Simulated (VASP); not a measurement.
# TaN (P6/mmm) in VASP: a series of runs

Runs on TaN. Level: LDA. Tasks: single point.

All numbers are computed with VASP 6.6.1; they aren't measurements. Logs are shortened: lines on timing, memory, paths and dates and some standing lists are left out, and cuts for length are marked.

## (1) The cell of the first run

The structure is hexagonal, space group P6/mmm (No. 191). Conventional cell: a = 5.191 Å, b = 5.191 Å, c = 2.908 Å, α = 90.00°, β = 90.00°, γ = 120.00°. Within 3.4 Å of Ta (site symmetry 6/mmm) lie 6 N at 2.60 Å and 14 Ta at 2.91 to 3.33 Å. Ta (site symmetry -6m2) has 6 N at 2.09 Å within 2.8 Å. N (site symmetry mmm) has 6 Ta at 2.09 to 2.60 Å and 4 N at 2.60 Å within 2.8 Å.

## (2) Single point, LDA

INCAR

```
SYSTEM = TaN
  PREC = Accurate
  ENCUT = 520
  EDIFF = 1E-7
  ISMEAR = -1
  SIGMA = 0.1
  LREAL = .False.
  LASPH = .True.
  NELM = 100
  ALGO = Normal
  ISIF = 2
  LWAVE = .False.
  LCHARG = .False.
  NBANDS = 33
```

KPOINTS

```
Automatic mesh
0
Gamma
  5 5 8
  0 0 0
```

POSCAR

```
TaN
1.0
    5.1910000000      0.0000000000      0.0000000000
   -2.5955000000      4.4955380000      0.0000000000
    0.0000000000      0.0000000000      2.9080000000
Ta N
3 3
Direct
    0.0000000000      0.0000000000      0.0000000000
    0.3333333333      0.6666666667      0.5000000000
    0.6666666667      0.3333333333      0.5000000000
    0.5000000000      0.0000000000      0.0000000000
    0.5000000000      0.5000000000      0.0000000000
    0.0000000000      0.5000000000      0.0000000000
```

Potentials or basis: VASP PAW LDA potentials, release 64 (Ta_pv, N).

The run is started by

```console
$ cat potpaw_LDA.64/Ta_pv/POTCAR potpaw_LDA.64/N/POTCAR > POTCAR
$ mpirun -np 1 vasp_std > vasp.out
```

OUTCAR:

```text
SYSTEM = TaN
   PREC = Accurate
   ENCUT = 520
   EDIFF = 1E-7
   ISMEAR = -1
   LREAL = .False.
   LASPH = .True.
   NELM = 100
   ISIF = 2

 ion  position               nearest neighbor table
   1  0.000  0.000  0.000-   4 2.60   4 2.60   6 2.60   6 2.60   5 2.60   5 2.60   3 3.33   3 3.33
                             2 3.33   2 3.33   2 3.33   3 3.33   2 3.33   3 3.33   2 3.33   3 3.33
   2  0.333  0.667  0.500-   6 2.09   6 2.09   5 2.09   5 2.09   4 2.09   4 2.09   3 3.00   3 3.00
                             3 3.00   1 3.33   1 3.33   1 3.33   1 3.33   1 3.33   1 3.33
   3  0.667  0.333  0.500-   6 2.09   6 2.09   5 2.09   5 2.09   4 2.09   4 2.09   2 3.00   2 3.00
                             2 3.00   1 3.33   1 3.33   1 3.33   1 3.33   1 3.33   1 3.33
   4  0.500  0.000  0.000-   2 2.09   3 2.09   2 2.09   3 2.09   1 2.60   1 2.60
   5  0.500  0.500  0.000-   2 2.09   3 2.09   2 2.09   3 2.09   1 2.60   1 2.60
   6  0.000  0.500  0.000-   2 2.09   3 2.09   2 2.09   3 2.09   1 2.60   1 2.60

  LATTYP: Found a hexagonal cell.
 ALAT       =     5.1910000000
 C/A-ratio  =     0.5602003468

  Lattice vectors:

 A1 = (   5.1910000000,   0.0000000000,   0.0000000000)
 A2 = (  -2.5955000000,   4.4955380000,   0.0000000000)
 A3 = (   0.0000000000,   0.0000000000,   2.9080000000)

Analysis of symmetry for initial positions (statically):
=====================================================================
 Subroutine PRICEL returns:
 Original cell was already a primitive cell.

 Routine SETGRP: Setting up the symmetry group for a
 hexagonal supercell.

 Subroutine GETGRP returns: Found 24 space group operations
 (whereof 24 operations were pure point group operations)
 out of a pool of 24 trial point group operations.

The static configuration has the point symmetry D_6h.

Analysis of symmetry for dynamics (positions and initial velocities):
=====================================================================
 Subroutine PRICEL returns:
 Original cell was already a primitive cell.

 Routine SETGRP: Setting up the symmetry group for a
 hexagonal supercell.

 Subroutine GETGRP returns: Found 24 space group operations
 (whereof 24 operations were pure point group operations)
 out of a pool of 24 trial point group operations.

The dynamic configuration has the point symmetry D_6h.

 Subroutine INISYM returns: Found 24 space group operations
 (whereof 24 operations are pure point group operations),
 and found     1 'primitive' translations

----------------------------------------------------------------------------------------

                                     Primitive cell

  volume of cell :      67.8621

  direct lattice vectors                    reciprocal lattice vectors
     5.191000000  0.000000000  0.000000000     0.192641110  0.111221393  0.000000000
    -2.595500000  4.495538000  0.000000000     0.000000000  0.222442787  0.000000000
     0.000000000  0.000000000  2.908000000     0.000000000  0.000000000  0.343878955

  length of vectors
     5.191000000  5.191000112  2.908000000     0.222442791  0.222442787  0.343878955

  position of ions in fractional coordinates (direct lattice)
     0.000000000  0.000000000  0.000000000
     0.333333333  0.666666667  0.500000000
     0.666666667  0.333333333  0.500000000
     0.500000000  0.000000000  0.000000000
     0.500000000  0.500000000  0.000000000
     0.000000000  0.500000000  0.000000000

  ion indices of the primitive-cell ions
   primitive index   ion index
                 1           1
                 2           2
                 3           3
                 4           4
                 5           5
                 6           6

----------------------------------------------------------------------------------------

 KPOINTS: Automatic mesh

Automatic generation of k-mesh.
 Grid dimensions read from file:
 generate k-points for:    5    5    8

 Generating k-lattice:

  Cartesian coordinates                     Fractional coordinates (reciprocal lattice)
     0.038528222  0.022244279  0.000000000     0.200000000  0.000000000  0.000000000
     0.000000000  0.044488557  0.000000000     0.000000000  0.200000000  0.000000000
     0.000000000  0.000000000  0.042984869     0.000000000  0.000000000  0.125000000

  Length of vectors
     0.044488558  0.044488557  0.042984869

  Shift w.r.t. Gamma in fractional coordinates (k-lattice)
     0.000000000  0.000000000  0.000000000

 Subroutine IBZKPT returns following result:
 ===========================================

 Found     25 irreducible k-points:

 Following reciprocal coordinates:
            Coordinates               Weight
  0.000000  0.000000  0.000000      1.000000
  0.200000  0.000000  0.000000      6.000000
  0.400000  0.000000  0.000000      6.000000
  0.200000  0.200000  0.000000      6.000000
  0.400000  0.200000  0.000000      6.000000
  0.000000  0.000000  0.125000      2.000000
[... 16 lines left out ...]
  0.400000  0.000000  0.500000      6.000000
  0.200000  0.200000  0.500000      6.000000
   k-points           NKPTS =     25   k-points in BZ     NKDIM =     25   number of bands    NBANDS=     33
   number of dos      NEDOS =    301   number of ions     NIONS =      6
   total plane-waves  NPLWV =  38400
   dimension x,y,z NGX =    40 NGY =   40 NGZ =   24
   dimension x,y,z NGXF=    80 NGYF=   80 NGZF=   48
   ions per type =               3   3
   NGX,Y,Z   is equivalent  to a cutoff of  12.81, 12.81, 13.72 a.u.
   NGXF,Y,Z  is equivalent  to a cutoff of  25.62, 25.62, 27.44 a.u.
 SYSTEM =  TaN
   PREC   = accura    normal or accurate (medium, high low for compatibility)
   ISTART =      0    job   : 0-new  1-cont  2-samecut
   ICHARG =      2    charge: 1-file 2-atom 10-const
   ISPIN  =      1    spin polarized calculation?
   LNONCOLLINEAR =      F non collinear calculations
   LSORBIT =      F    spin-orbit coupling
   LASPH  =      T    aspherical Exc in radial PAW
   ENCUT  =  520.0 eV  38.22 Ry    6.18 a.u.   9.65  9.65  5.41*2*pi/ulx,y,z
   NELM   =    100;   NELMIN=  2; NELMDL= -5     # of ELM steps
   EDIFF  = 0.1E-06   stopping-criterion for ELM
   LREAL  =      F    real-space projection
   EDIFFG = 0.1E-05   stopping-criterion for IOM
   NSW    =      0    number of steps for IOM
   IBRION =     -1    ionic relax: 0-MD 1-quasi-New 2-CG
   NFREE  =      0    steps in history (QN), initial steepest desc. (CG)
   ISIF   =      2    stress and relaxation
   ISYM   =      2    0-nonsym 1-usesym 2-fastsym
   POTIM  = 0.5000    time-step for ionic-motion
   TEBEG  =    0.0;   TEEND  =   0.0 temperature during run
   PSTRESS=    0.0 pullay stress
   NELECT =      48.0000    total number of electrons
   NUPDOWN=      -1.0000    fix difference up-down
   EMIN   =  10.00;   EMAX   =-10.00  energy-range for DOS
   EFERMI =   0.00;   METHOD = LEGACY
   ISMEAR =    -1;   SIGMA  =   0.10  broadening in eV -4-tet -1-fermi 0-gaus
   EFERMI_NEDOS =   21; number of points for ismear=-14 and -15
   IALGO  =     38    algorithm
   IMIX   =      4    mixing-type and parameters
     AMIX     =   0.40;   BMIX     =  1.00
     AMIX_MAG =   1.60;   BMIX_MAG =  1.00
  volume/ion in A,a.u.               =      11.31        76.33
  Fermi-wavevector in a.u.,A,eV,Ry     =   1.458634  2.756418 28.947918  2.127612
  Thomas-Fermi vector in A             =   2.575295
   LORBIT       =      0    0 simple, 1 ext, 2 COOP (PROOUT), +10 PAW based schemes
   GGA     = CA    functional components
   LHFCALC =     F    Hartree Fock is set to
   AEXX    =    0.0000 exact exchange contribution
   IVDW    =     0    specifies the selected vdW correction
   LEPSILON=     F    determine dielectric tensor
   LRPA    =     F    only Hartree local field effects (RPA)
 non-spin polarized calculation
  energy-cutoff  :      520.00
  volume of cell :       67.86
 maximum number of plane-waves:      1858
 NGX is ok and might be reduce to    40
   NGX = 19   NGY = 19   NGZ = 11

 number of electron      48.0000007 magnetization

 Free energy of the ion-electron system (eV)
  ---------------------------------------------------
  ext. energy  EPLUGINS =         0.00000000
  ---------------------------------------------------
  free energy    TOTEN  =       -71.35987912 eV

  energy without entropy =      -71.32916870  energy(sigma->0) =      -71.34452391

 E-fermi :   8.0740     XC(G=0): -13.2746

 val. band max:        8.0397325861   @ k =   0.2000   0.0000   0.3750
 cond. band min:       8.0740222562   @ k =   0.0000   0.0000   0.3750
 fundamental gap:      0.0342896702
 Fermi energy:         8.0740209982

 k-point     1 :       0.0000    0.0000    0.0000
  band No.  band energies     occupation
      1     -27.9534      2.00000
      2     -27.9534      2.00000
      3     -27.5538      2.00000
      4     -27.5538      2.00000
      5     -27.3443      2.00000
      6     -27.2055      2.00000
[... 25 lines left out ...]
     32      11.2822      0.00000
     33      11.2822      0.00000

 k-point     2 :       0.2000    0.0000    0.0000
  band No.  band energies     occupation
      1     -27.9811      2.00000
      2     -27.9344      2.00000
      3     -27.5367      2.00000
      4     -27.5153      2.00000
      5     -27.3322      2.00000
      6     -27.2436      2.00000
[... 25 lines left out ...]
     32      11.4326      0.00000
     33      11.6864      0.00000

 k-point     3 :       0.4000    0.0000    0.0000
  band No.  band energies     occupation
      1     -28.0191      2.00000
      2     -27.8586      2.00000
      3     -27.6004      2.00000
      4     -27.4555      2.00000
      5     -27.3045      2.00000
      6     -27.2632      2.00000
[... 25 lines left out ...]
     32      11.6463      0.00000
     33      11.8108      0.00000

 k-point     4 :       0.2000    0.2000    0.0000
  band No.  band energies     occupation
      1     -27.9998      2.00000
      2     -27.8928      2.00000
      3     -27.5844      2.00000
      4     -27.4636      2.00000
      5     -27.3115      2.00000
      6     -27.2635      2.00000
[... 673 lines left out ...]
     32      12.2666      0.00000
     33      12.6797      0.00000

 k-point    23 :       0.4000    0.0000    0.5000
  band No.  band energies     occupation
      1     -28.2447      2.00000
      2     -28.1290      2.00000
      3     -27.8162      2.00000
      4     -27.7084      2.00000
      5     -27.4684      2.00000
      6     -27.3347      2.00000
[... 25 lines left out ...]
     32      12.1686      0.00000
     33      13.5899      0.00000

 k-point    24 :       0.2000    0.2000    0.5000
  band No.  band energies     occupation
      1     -28.2519      2.00000
      2     -28.1198      2.00000
      3     -27.8245      2.00000
      4     -27.7022      2.00000
      5     -27.4662      2.00000
      6     -27.3334      2.00000
[... 25 lines left out ...]
     32      11.9638      0.00000
     33      13.4072      0.00000

 [... further k-points ...]
[... 5 lines left out ...]
  --------------------------------------------------------------------------------------
  -------------------------------------------------------------------------------------
  Total       -1.2420876     -1.2420877     -2.1513516      0.0000000      0.0000000      0.0000000
  in kB      -29.3248445    -29.3248462    -50.7919485      0.0000000      0.0000000      0.0000000
  external PRESSURE =     -36.4805464 kB  Pullay stress =       0.0000000 kB

 VOLUME and BASIS-vectors are now :
 -----------------------------------------------------------------------------
  energy-cutoff  :      520.00
  volume of cell :       67.86
      direct lattice vectors                 reciprocal lattice vectors
     5.191000000  0.000000000  0.000000000     0.192641110  0.111221393  0.000000000
    -2.595500000  4.495538000  0.000000000     0.000000000  0.222442787  0.000000000
     0.000000000  0.000000000  2.908000000     0.000000000  0.000000000  0.343878955

 POSITION                                       TOTAL-FORCE (eV/Angst)
 -----------------------------------------------------------------------------------
      0.00000      0.00000      0.00000        -0.000000      0.000000      0.000000
     -0.00000      2.99703      1.45400         0.000000      0.000000     -0.000000
      2.59550      1.49851      1.45400        -0.000000     -0.000000      0.000000
      2.59550      0.00000      0.00000        -0.000000      0.000000      0.000000
      1.29775      2.24777      0.00000        -0.000000      0.000000      0.000000
     -1.29775      2.24777      0.00000        -0.000000      0.000000      0.000000
 -----------------------------------------------------------------------------------
    total drift:                               -0.000000      0.000000     -0.000000

  FREE ENERGIE OF THE ION-ELECTRON SYSTEM (eV)
  ---------------------------------------------------
  free  energy   TOTEN  =       -71.3598791187 eV

  energy  without entropy=      -71.3291686954  energy(sigma->0) =      -71.34452391
```

Run time: 21 s. Hardware: 1 thread of Intel Xeon 6975P-C (Granite Rapids), shared host; peak memory 0.18 GiB.

What came out:

```yaml
Free_energy: -71.3599 eV
Pressure: -3.6 GPa
Band_gap_on_the_k_mesh: zero (band 24 reaches 8.91 eV, above the bottom of band 25 at 6.76 eV)
```

Stress tensor (GPa, compression positive):
```
-2.93  0.00  0.00
 0.00 -2.93  0.00
 0.00  0.00 -5.08
```

Caveat: spin-orbit coupling is left out, which moves the levels of the heavy elements.

## (3) Single point, LDA

INCAR

```
SYSTEM = TaN
  PREC = Accurate
  ENCUT = 520
  EDIFF = 1E-6
  ISMEAR = -1
  SIGMA = 0.1
  LREAL = .FALSE.
  LASPH = .TRUE.
  NELM = 80
  ALGO = Normal
  ISIF = 2
  LWAVE = .FALSE.
  LCHARG = .FALSE.
  NBANDS = 33
```

KPOINTS

```
Automatic mesh
0
G
  6 6 10
  0 0 0
```

POSCAR is that of step 2.

Potentials or basis: VASP PAW LDA potentials, release 64 (Ta_pv, N).

The run is started by

```console
$ cat potpaw_LDA.64/Ta_pv/POTCAR potpaw_LDA.64/N/POTCAR > POTCAR
$ mpirun -np 1 vasp_std > vasp.out
```

Wall time 32 s (1 thread of Intel Xeon 6975P-C (Granite Rapids), shared host); peak memory 0.21 GiB.

The run converged. Its results:

| Quantity | Value |
| --- | --- |
| Free energy | -71.3351 eV |
| Pressure | -3.6 GPa |
| Band gap on the k mesh | zero (band 24 reaches 8.89 eV, above the bottom of band 25 at 6.75 eV) |

Stress tensor (GPa, compression positive):
```
-3.15  0.00  0.00
 0.00 -3.15  0.00
 0.00  0.00 -4.52
```

Levels at points of the mesh, in eV from the Fermi level:
```
           k point  band 21  band 22  band 23  band 24  band 25  band 26  band 27  band 28
(0.00, 0.00, 0.00)    -2.90    -2.40    -1.97    -1.21    -1.21     0.87     0.87     1.32
(0.50, 0.00, 0.00)    -3.28    -2.80    -1.58    -0.61     1.40     1.87     1.91     2.36
(0.00, 0.00, 0.50)    -3.00    -3.00    -1.82     0.93     0.93     1.61     1.84     2.59
(0.50, 0.00, 0.50)    -3.30    -3.00    -2.00    -1.12     1.12     1.41     3.14     3.48
```

Caveat: spin-orbit coupling is left out, which moves the levels of the heavy elements.
